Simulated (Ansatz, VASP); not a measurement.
## Two plane-wave programs on Fe

```
Fe
1.0
    -1.41430    1.41430    1.41430
     1.41430   -1.41430    1.41430
     1.41430    1.41430   -1.41430
Fe
1
Direct
  0.00000 0.00000 0.00000
```

Alike in both runs: task single point; functional PBE; k mesh 20 × 20 × 20; occupations gaussian, width 0.05 eV; non-collinear spin, spin-orbit coupling.

```csv
,VASP,Ansatz
version,VASP 6.6.1,Ansatz 0.2.0
potentials or method,"VASP PAW PBE potentials, release 64 (Fe), cutoff 520 eV","plane waves, PAW"
valence electrons in the cell,8,16
```

```tsv
	VASP	Ansatz	Ansatz less VASP
pressure (GPa)	0.8	0.3	-0.47
net moment per atom (μB)	2.19	2.15	-0.045
```

The functional is the same, so the differences come from potentials, cutoffs and numerics. VASP's potentials hold 8 valence electrons a cell and Ansatz's 16, so a difference there can come from the potentials and not from the codes. Ansatz's warnings: stress scf threshold loose.
